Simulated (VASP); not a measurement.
# Li (Fm-3m) in VASP: a series of runs, part 2 of 2

VASP 6.6.1.

## 4. Density of states, PBEsol

This run uses another cell than the first one, of 20.17 Å³/atom, 1.667 times its volume.

The input, POSCAR:

```
Li
1.0
    0.0000000000      2.1605931156      2.1605931156
    2.1605931156      0.0000000000      2.1605931156
    2.1605931156      2.1605931156      0.0000000000
Li
1
Direct
    0.0000000000      0.0000000000      0.0000000000
```

The input, INCAR.step1:

```
PREC = Accurate
ENCUT = 520
EDIFF = 1E-7
ISMEAR = -1
SIGMA = 0.05
LREAL = F
LASPH = T
NELM = 100
ALGO = Normal
ISIF = 2
LWAVE = F
LCHARG = T
GGA = PS
NBANDS = 8
```

The input, KPOINTS.step1:

```
Automatic mesh
0
Gamma
  15 15 15
```

The input, INCAR.step2:

```
PREC = Accurate
ENCUT = 520
EDIFF = 1E-7
ISMEAR = -5
SIGMA = 0.05
LREAL = F
LASPH = T
NELM = 100
ALGO = Normal
ISIF = 2
LWAVE = F
LCHARG = F
GGA = PS
LORBIT = 11
NBANDS = 8
NEDOS = 1001
ICHARG = 11
```

The input, KPOINTS.step2:

```
Automatic mesh
0
Gamma
  23 23 23
```

Potentials or basis: VASP PAW PBE potentials, release 64 (Li_sv).

Run with:

```
cat potpaw_PBE.64/Li_sv/POTCAR > POTCAR
cp INCAR.step1 INCAR
cp KPOINTS.step1 KPOINTS
mpirun -np 1 vasp_std > vasp.out
cp INCAR.step2 INCAR
cp KPOINTS.step2 KPOINTS
mpirun -np 1 vasp_std > vasp.out
```

OUTCAR:

```text
PREC = Accurate
   ENCUT = 520
   EDIFF = 1E-7
   ISMEAR = -5
   LREAL = F
   LASPH = T
   NELM = 100
   ISIF = 2
   GGA = PS
   LORBIT = 11
   ICHARG = 11

 ion  position               nearest neighbor table
   1  0.000  0.000  0.000-

  LATTYP: Found a face centered cubic cell.
 ALAT       =     4.3211862312

  Lattice vectors:

 A1 = (   0.0000000000,   2.1605931156,   2.1605931156)
 A2 = (   2.1605931156,   0.0000000000,   2.1605931156)
 A3 = (   2.1605931156,   2.1605931156,   0.0000000000)

Analysis of symmetry for initial positions (statically):
=====================================================================
 Subroutine PRICEL returns:
 Original cell was already a primitive cell.

 Routine SETGRP: Setting up the symmetry group for a
 face centered cubic supercell.

 Subroutine GETGRP returns: Found 48 space group operations
 (whereof 48 operations were pure point group operations)
 out of a pool of 48 trial point group operations.

The static configuration has the point symmetry O_h .

Analysis of symmetry for dynamics (positions and initial velocities):
=====================================================================
 Subroutine PRICEL returns:
 Original cell was already a primitive cell.

 Routine SETGRP: Setting up the symmetry group for a
 face centered cubic supercell.

 Subroutine GETGRP returns: Found 48 space group operations
 (whereof 48 operations were pure point group operations)
 out of a pool of 48 trial point group operations.

The dynamic configuration has the point symmetry O_h .

 Subroutine INISYM returns: Found 48 space group operations
 (whereof 48 operations are pure point group operations),
 and found     1 'primitive' translations

----------------------------------------------------------------------------------------

                                     Primitive cell
[... 108 lines left out ...]
   IALGO  =     38    algorithm
   IMIX   =      4    mixing-type and parameters
     AMIX     =   0.40;   BMIX     =  1.00
     AMIX_MAG =   1.60;   BMIX_MAG =  1.00
  volume/ion in A,a.u.               =      20.17       136.13
  Fermi-wavevector in a.u.,A,eV,Ry     =   0.867359  1.639071 10.235823  0.752312
  Thomas-Fermi vector in A             =   1.985882
   LORBIT       =     11    0 simple, 1 ext, 2 COOP (PROOUT), +10 PAW based schemes
   GGA     = PS    functional components
   LHFCALC =     F    Hartree Fock is set to
   AEXX    =    0.0000 exact exchange contribution
   IVDW    =     0    specifies the selected vdW correction
   LEPSILON=     F    determine dielectric tensor
   LRPA    =     F    only Hartree local field effects (RPA)
 non-spin polarized calculation
 Fermi weights with tetrahedron method with Bloechl corrections
  energy-cutoff  :      520.00
  volume of cell :       20.17
 maximum number of plane-waves:       560

 number of electron       2.9999995 magnetization

 Free energy of the ion-electron system (eV)
  ---------------------------------------------------
  ext. energy  EPLUGINS =         0.00000000
  ---------------------------------------------------
  free energy    TOTEN  =        -1.96739797 eV

  energy without entropy =       -1.96739797  energy(sigma->0) =       -1.96739797

 E-fermi :   0.6425     XC(G=0):  -7.0294

 val. band max:        0.6344517181   @ k =  -0.4348   0.0870   0.0000
 cond. band min:       0.6535278507   @ k =  -0.4783   0.1739   0.0870
 fundamental gap:      0.0190761326
 Fermi energy:         0.6425244498

 k-point     1 :       0.0000    0.0000    0.0000
  band No.  band energies     occupation
      1     -45.2629      2.00000
      2      -2.9210      2.00000
      3      15.0628      0.00000
      4      15.0629      0.00000
      5      15.0629      0.00000
      6      18.9144      0.00000
      7      18.9144      0.00000
      8      18.9144      0.00000
[... 243 lines left out ...]
 k-point    24 :      -0.4783    0.0435    0.0000
  band No.  band energies     occupation
      1     -45.2434      2.00000
      2       0.6541      0.99083
      3       3.6103      0.00000
      4      13.0838      0.00000
      5      13.1883      0.00000
      6      16.4338      0.00000
      7      17.4774      0.00000
      8      19.0163      0.00000

 [... further k-points ...]
[... 5 lines left out ...]
  --------------------------------------------------------------------------------------
  -------------------------------------------------------------------------------------
  Total       -0.0113613     -0.0113613     -0.0113613      0.0000000      0.0000000     -0.0000000
  in kB       -0.9023832     -0.9023832     -0.9023832      0.0000000      0.0000000     -0.0000000
  external PRESSURE =      -0.9023832 kB  Pullay stress =       0.0000000 kB

 VOLUME and BASIS-vectors are now :
 -----------------------------------------------------------------------------
  energy-cutoff  :      520.00
  volume of cell :       20.17
      direct lattice vectors                 reciprocal lattice vectors
     0.000000000  2.160593116  2.160593116    -0.231417936  0.231417936  0.231417936
     2.160593116  0.000000000  2.160593116     0.231417936 -0.231417936  0.231417936
     2.160593116  2.160593116  0.000000000     0.231417936  0.231417936 -0.231417936

 POSITION                                       TOTAL-FORCE (eV/Angst)
 -----------------------------------------------------------------------------------
      0.00000      0.00000      0.00000        -0.000000      0.000000      0.000000
 -----------------------------------------------------------------------------------
    total drift:                               -0.000000      0.000000     -0.000000

  FREE ENERGIE OF THE ION-ELECTRON SYSTEM (eV)
  ---------------------------------------------------
  free  energy   TOTEN  =        -1.9673979654 eV

  energy  without entropy=       -1.9673979654  energy(sigma->0) =       -1.96739797

 total charge

# of ion       s       p       d       tot
------------------------------------------
    1        2.032   0.046   0.000   2.078
```

OUTCAR.step1:

```text
PREC = Accurate
   ENCUT = 520
   EDIFF = 1E-7
   ISMEAR = -1
   LREAL = F
[... 479 lines left out ...]

 POSITION                                       TOTAL-FORCE (eV/Angst)
 -----------------------------------------------------------------------------------
      0.00000      0.00000      0.00000         0.000000      0.000000      0.000000
 -----------------------------------------------------------------------------------
    total drift:                                0.000000      0.000000     -0.000000

  FREE ENERGIE OF THE ION-ELECTRON SYSTEM (eV)
  ---------------------------------------------------
  free  energy   TOTEN  =        -1.9672636271 eV

  energy  without entropy=       -1.9620021496  energy(sigma->0) =       -1.96463289
```

OSZICAR.step1:

```text
N       E                     dE             d eps       ncg     rms          rms(c)
DAV:   1    -0.203223020274E+00   -0.20322E+00   -0.71732E+02  1936   0.264E+02
DAV:   2    -0.194709149320E+01   -0.17439E+01   -0.17198E+01  2760   0.344E+01
DAV:   3    -0.196943254466E+01   -0.22341E-01   -0.22166E-01  2256   0.306E+00
DAV:   4    -0.196967304262E+01   -0.24050E-03   -0.24043E-03  3040   0.270E-01
DAV:   5    -0.196967335375E+01   -0.31114E-06   -0.31104E-06  2320   0.779E-03    0.340E-01
DAV:   6    -0.196795737400E+01    0.17160E-02   -0.66329E-04  2752   0.110E-01    0.189E-01
DAV:   7    -0.196725071429E+01    0.70666E-03   -0.14360E-03  2296   0.178E-01    0.291E-02
DAV:   8    -0.196726510590E+01   -0.14392E-04   -0.16443E-04  2336   0.783E-02    0.495E-03
DAV:   9    -0.196726404442E+01    0.10615E-05   -0.18274E-06  2616   0.875E-03    0.733E-04
DAV:  10    -0.196726366731E+01    0.37711E-06   -0.68124E-08  2336   0.205E-03    0.117E-04
DAV:  11    -0.196726362710E+01    0.40206E-07   -0.18848E-09  1304   0.420E-04
   1 F= -.19672636E+01 E0= -.19646329E+01  d E =-.526148E-02
```

Wall time 13 s (1 thread of Intel Xeon 6975P-C (Granite Rapids), shared host); peak memory 0.15 GiB.

What came out:

```yaml
Valence_electrons_inside_the_program's_atomic_spheres: Li 2.08
```

Caveat: the cutoff is under 1.25 times the usual one of these potentials, so pressure, stress and relaxed cells hold a basis-set (Pulay) error; the PAW data sets were made with another functional, which shifts forces and pressure a little; tetrahedron occupations give inexact forces and stress in metals.
